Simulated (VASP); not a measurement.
# BeTe (F-43m) in VASP: notebook, part 2 of 2

VASP 6.6.1.

### Step 4. Single point, LDA

Input file INCAR:

```
SYSTEM = BeTe
  PREC = Accurate
  ENCUT = 520
  EDIFF = 1E-6
  ISMEAR = 0
  SIGMA = 0.01
  LREAL = .FALSE.
  LASPH = .TRUE.
  NELM = 100
  ALGO = Normal
  ISIF = 2
  LWAVE = .FALSE.
  LCHARG = .FALSE.
  GGA = CA
  NBANDS = 11
```

Input file KPOINTS:

```
Automatic mesh
0
G
  4 4 4
  0 0 0
```

Input file POSCAR:

```
BeTe
1.0
    0.0000000000      2.8286228834      2.8286228834
    2.8286228834      0.0000000000      2.8286228834
    2.8286228834      2.8286228834      0.0000000000
Be Te
1 1
Direct
    0.0000000000      0.0000000000      0.0000000000
    0.2500000000      0.2500000000      0.2500000000
```

Potentials or basis: VASP PAW LDA potentials, release 64 (Be, Te).

On the command line:

```
$ cat potpaw_LDA.64/Be/POTCAR potpaw_LDA.64/Te/POTCAR > POTCAR
$ mpirun -np 1 vasp_std > vasp.out
```

Wall time 6.9 s (1 thread of AMD EPYC 7R13, shared host); peak memory 0.11 GiB.

It converged, with:

```
Free energy            : -8.6272 eV
Pressure               : -2.5 GPa
Band gap on the k mesh : 1.88 eV, indirect (least direct gap 3.58 eV)
```

Levels at points of the mesh, in eV from the valence-band top:
| k point | band 1 | band 2 | band 3 | band 4 | band 5 | band 6 | band 7 | band 8 | band 9 |
| --- | --- | --- | --- | --- | --- | --- | --- | --- | --- |
| (0.00, 0.00, 0.00) | -12.23 | 0.00 | 0.00 | 0.00 | 3.58 | 3.58 | 3.58 | 3.62 | 8.13 |
| (0.50, 0.00, 0.00) | -10.93 | -5.46 | -1.11 | -1.11 | 3.00 | 4.54 | 4.54 | 7.63 | 10.66 |
| (0.50, 0.50, 0.00) | -10.46 | -5.02 | -2.60 | -2.60 | 1.88 | 2.65 | 9.50 | 9.50 | 11.27 |

Caveat: the k points lie up to 0.48 Å⁻¹ apart; spin-orbit coupling is left out, which moves the levels of the heavy elements. A hybrid or GW would open this gap; LDA tends to underestimate it.

### Step 5. Single point, PBE

Input file INCAR:

```
SYSTEM = BeTe
ALGO = Normal ; EDIFF = 1E-6
ENCUT = 520 ; GGA = PE
ISIF = 2 ; ISMEAR = 0
LASPH = .TRUE. ; LCHARG = .FALSE.
LREAL = .FALSE. ; LWAVE = .FALSE.
NBANDS = 11 ; NELM = 80
PREC = Accurate ; SIGMA = 0.01
```

Input file KPOINTS:

```
k-points
0
G
  6 6 6
  0 0 0
```

POSCAR is that of step 4.

Potentials or basis: VASP PAW PBE potentials, release 64 (Be, Te).

On the command line:

```
$ cat potpaw_PBE.64/Be/POTCAR potpaw_PBE.64/Te/POTCAR > POTCAR
$ mpirun -np 1 vasp_std > vasp.out
```

Run time: 16 s. Hardware: 1 thread of AMD EPYC 7R13, shared host; peak memory 0.14 GiB.

It converged, with:

```yaml
Free_energy: -7.6186 eV
Pressure: 0.4 GPa
Band_gap_on_the_k_mesh: 2.01 eV, indirect (least direct gap 3.62 eV)
```

Levels at points of the mesh, in eV from the valence-band top:
```csv
k point,band 1,band 2,band 3,band 4,band 5,band 6,band 7,band 8
"(0.00, 0.00, 0.00)",-12.21,0.00,0.00,0.00,3.62,3.62,3.62,3.72
"(0.50, 0.00, 0.00)",-10.90,-5.46,-1.11,-1.11,3.04,4.59,4.59,7.82
"(0.50, 0.50, 0.00)",-10.42,-5.04,-2.60,-2.60,2.01,2.68,9.62,9.62
```

Caveat: spin-orbit coupling is left out, which moves the levels of the heavy elements. Expect the measured gap to be larger: semilocal functionals such as PBE lack the derivative discontinuity.

### Step 6. Single point, r2SCAN

POSCAR is that of step 5.

Input file INCAR.step1:

```
PREC = Accurate
ENCUT = 520
ISMEAR = 0
SIGMA = 0.01
LREAL = F
LASPH = T
NELM = 60
NBANDS = 11
GGA = PE
ALGO = Normal
EDIFF = 1E-4
LWAVE = T
LCHARG = F
```

Input file INCAR.step2:

```
PREC = Accurate
ENCUT = 520
EDIFF = 1E-6
ISMEAR = 0
SIGMA = 0.01
LREAL = F
LASPH = T
NELM = 60
ALGO = Normal
ISIF = 2
LWAVE = F
LCHARG = F
METAGGA = R2SCAN
LMIXTAU = T
NBANDS = 11
ISTART = 1
```

Input file KPOINTS:

```
regular mesh
0
Gamma
  4 4 4
```

Potentials or basis: VASP PAW PBE potentials, release 64 (Be, Te).

On the command line:

```
$ cat potpaw_PBE.64/Be/POTCAR potpaw_PBE.64/Te/POTCAR > POTCAR
$ cp INCAR.step1 INCAR
$ mpirun -np 1 vasp_std > vasp.out
$ cp INCAR.step2 INCAR
$ mpirun -np 1 vasp_std > vasp.out
```

OUTCAR:

```text
PREC = Accurate
   ENCUT = 520
   EDIFF = 1E-6
   ISMEAR = 0
   LREAL = F
   LASPH = T
   NELM = 60
   ISIF = 2
   METAGGA = R2SCAN
   ISTART = 1

 ion  position               nearest neighbor table
   1  0.000  0.000  0.000-   2 2.45   2 2.45   2 2.45   2 2.45
   2  0.250  0.250  0.250-   1 2.45   1 2.45   1 2.45   1 2.45

  LATTYP: Found a face centered cubic cell.
 ALAT       =     5.6572457668

  Lattice vectors:

 A1 = (   0.0000000000,   2.8286228834,   2.8286228834)
 A2 = (   2.8286228834,   0.0000000000,   2.8286228834)
 A3 = (   2.8286228834,   2.8286228834,   0.0000000000)

Analysis of symmetry for initial positions (statically):
=====================================================================
 Subroutine PRICEL returns:
 Original cell was already a primitive cell.

 Routine SETGRP: Setting up the symmetry group for a
 face centered cubic supercell.

 Subroutine GETGRP returns: Found 24 space group operations
 (whereof 24 operations were pure point group operations)
 out of a pool of 48 trial point group operations.

The static configuration has the point symmetry T_d .

Analysis of symmetry for dynamics (positions and initial velocities):
=====================================================================
 Subroutine PRICEL returns:
 Original cell was already a primitive cell.

 Routine SETGRP: Setting up the symmetry group for a
 face centered cubic supercell.

 Subroutine GETGRP returns: Found 24 space group operations
 (whereof 24 operations were pure point group operations)
 out of a pool of 48 trial point group operations.

The dynamic configuration has the point symmetry T_d .

 Subroutine INISYM returns: Found 24 space group operations
 (whereof 24 operations are pure point group operations),
 and found     1 'primitive' translations
[... 100 lines left out ...]
  Fermi-wavevector in a.u.,A,eV,Ry     =   0.918727  1.736142 11.484122  0.844059
  Thomas-Fermi vector in A             =   2.043841
   LORBIT       =      0    0 simple, 1 ext, 2 COOP (PROOUT), +10 PAW based schemes
   METAGGA = R2SCAN    functional components
   LHFCALC =     F    Hartree Fock is set to
   AEXX    =    0.0000 exact exchange contribution
   IVDW    =     0    specifies the selected vdW correction
   LEPSILON=     F    determine dielectric tensor
   LRPA    =     F    only Hartree local field effects (RPA)
 non-spin polarized calculation
 Gauss-broadening in eV      SIGMA  =   0.01
  energy-cutoff  :      520.00
  volume of cell :       45.26
 maximum number of plane-waves:      1243
 NGX is ok and might be reduce to    30
   NGX = 15   NGY = 15   NGZ = 15

 number of electron       8.0000000 magnetization

 Free energy of the ion-electron system (eV)
  ---------------------------------------------------
  ext. energy  EPLUGINS =         0.00000000
  ---------------------------------------------------
  free energy    TOTEN  =       -30.61227914 eV

  energy without entropy =      -30.61227914  energy(sigma->0) =      -30.61227914

 E-fermi :   4.8677     XC(G=0):  -9.4098

 val. band max:        4.8043439375   @ k =   0.0000   0.0000   0.0000
 cond. band min:       7.1652660647   @ k =   0.5000   0.5000   0.0000
 fundamental gap:      2.3609221272
 Fermi energy:         4.8676670288

 k-point     1 :       0.0000    0.0000    0.0000
  band No.  band energies     occupation
      1      -7.8853      2.00000
      2       4.8043      2.00000
      3       4.8043      2.00000
      4       4.8043      2.00000
      5       8.8299      0.00000
      6       8.8299      0.00000
      7       8.8299      0.00000
      8       9.2140      0.00000
      9      13.8032      0.00000
     10      15.5174      0.00000
     11      15.5174      0.00000
[... 85 lines left out ...]
 k-point     8 :      -0.2500    0.5000    0.2500
  band No.  band energies     occupation
      1      -5.9195      2.00000
      2       0.0678      2.00000
      3       1.0512      2.00000
      4       1.5626      2.00000
      5      10.4627      0.00000
      6      10.8715      0.00000
      7      10.9922      0.00000
      8      11.4037      0.00000
      9      16.4065      0.00000
     10      17.3557      0.00000
     11      18.4029      0.00000

------------------------ aborting loop because EDIFF is reached ----------------------------------------

  FORCE on cell =-STRESS in cart. coord.  units (eV):
  Direction    XX          YY          ZZ          XY          YZ          ZX
  --------------------------------------------------------------------------------------
  -------------------------------------------------------------------------------------
  Total        0.1686774      0.1686774      0.1686774     -0.0000000     -0.0000000      0.0000000
  in kB        5.9705234      5.9705234      5.9705234     -0.0000000     -0.0000000      0.0000000
  external PRESSURE =       5.9705234 kB  Pullay stress =       0.0000000 kB

 VOLUME and BASIS-vectors are now :
 -----------------------------------------------------------------------------
  energy-cutoff  :      520.00
  volume of cell :       45.26
      direct lattice vectors                 reciprocal lattice vectors
     0.000000000  2.828622883  2.828622883    -0.176764461  0.176764461  0.176764461
     2.828622883  0.000000000  2.828622883     0.176764461 -0.176764461  0.176764461
     2.828622883  2.828622883  0.000000000     0.176764461  0.176764461 -0.176764461

 POSITION                                       TOTAL-FORCE (eV/Angst)
 -----------------------------------------------------------------------------------
      0.00000      0.00000      0.00000         0.000000      0.000000      0.000000
      1.41431      1.41431      1.41431        -0.000000     -0.000000     -0.000000
 -----------------------------------------------------------------------------------
    total drift:                                0.000000      0.000000      0.000000

  FREE ENERGIE OF THE ION-ELECTRON SYSTEM (eV)
  ---------------------------------------------------
  free  energy   TOTEN  =       -30.6122791361 eV

  energy  without entropy=      -30.6122791361  energy(sigma->0) =      -30.61227914
```

OUTCAR.step1:

```text
PREC = Accurate
   ENCUT = 520
   ISMEAR = 0
   LREAL = F
   LASPH = T
[... 314 lines left out ...]
 -----------------------------------------------------------------------------------
      0.00000      0.00000      0.00000        -0.000000     -0.000000     -0.000000
      1.41431      1.41431      1.41431         0.000000      0.000000      0.000000
 -----------------------------------------------------------------------------------
    total drift:                                0.000000      0.000000      0.000000

  FREE ENERGIE OF THE ION-ELECTRON SYSTEM (eV)
  ---------------------------------------------------
  free  energy   TOTEN  =        -7.5472021028 eV

  energy  without entropy=       -7.5472021028  energy(sigma->0) =       -7.54720210
```

OSZICAR.step1:

```text
N       E                     dE             d eps       ncg     rms          rms(c)
DAV:   1     0.174727236992E+02    0.17473E+02   -0.33460E+03   176   0.585E+02
DAV:   2    -0.666505210901E+01   -0.24138E+02   -0.22967E+02   235   0.925E+01
DAV:   3    -0.766301806943E+01   -0.99797E+00   -0.99687E+00   229   0.191E+01
DAV:   4    -0.767216973626E+01   -0.91517E-02   -0.91507E-02   236   0.214E+00
DAV:   5    -0.767227136174E+01   -0.10163E-03   -0.10162E-03   206   0.197E-01    0.394E+00
DAV:   6    -0.757572548476E+01    0.96546E-01   -0.10734E-01   209   0.132E+00    0.239E+00
DAV:   7    -0.754590136542E+01    0.29824E-01   -0.99778E-02   200   0.138E+00    0.454E-01
DAV:   8    -0.754684425124E+01   -0.94289E-03   -0.60578E-03   188   0.447E-01    0.707E-02
DAV:   9    -0.754713380050E+01   -0.28955E-03   -0.34600E-04   211   0.108E-01    0.297E-02
DAV:  10    -0.754720210279E+01   -0.68302E-04   -0.85665E-05   196   0.473E-02
   1 F= -.75472021E+01 E0= -.75472021E+01  d E =-.439858E-63
```

It took 40 s on 1 thread of AMD EPYC 7R13, shared host; peak memory 0.14 GiB.

What came out:

```
Free energy            : -30.6123 eV
Pressure               : 0.6 GPa
Band gap on the k mesh : 2.36 eV, indirect (least direct gap 4.03 eV)
```

Levels at points of the mesh, in eV from the valence-band top:
```
           k point  band 1  band 2  band 3  band 4  band 5  band 6  band 7  band 8  band 9
(0.00, 0.00, 0.00)  -12.69    0.00    0.00    0.00    4.03    4.03    4.03    4.41    9.00
(0.50, 0.00, 0.00)  -11.28   -5.68   -1.15   -1.15    3.51    5.02    5.02    8.46   11.69
(0.50, 0.50, 0.00)  -10.76   -5.27   -2.70   -2.70    2.36    3.00   10.48   10.48   12.42
```

Caveat: the k points lie up to 0.48 Å⁻¹ apart; the PAW data sets were made with another functional, which shifts forces and pressure a little; spin-orbit coupling is left out, which moves the levels of the heavy elements. r2SCAN opens gaps a little over a GGA but as a rule still falls short of measured ones.

### Step 7. Summary

```tsv
level	potentials or basis	k mesh	gap on the mesh (eV)	pressure (GPa)
PBE	VASP PAW PBE potentials, release 64 (Be, Te)	4 × 4 × 4	2.00	0.8
LDA	VASP PAW LDA potentials, release 64 (Be, Te)	4 × 4 × 4	1.88	-2.5
PBE	VASP PAW PBE potentials, release 64 (Be, Te)	6 × 6 × 6	2.01	0.4
r2SCAN	VASP PAW PBE potentials, release 64 (Be, Te)	4 × 4 × 4	2.36	0.6
```

Alike in all rows: task single point; no spin polarisation; cell as given; cutoff (eV) 520; smearing gaussian 0.01 eV.

Caveats: some runs use coarse meshes; spin-orbit coupling is left out, which moves the levels of the heavy elements; the PAW data sets were made with another functional, which shifts forces and pressure a little (some runs).

Absolute energies hang on the potentials; compare differences alone.
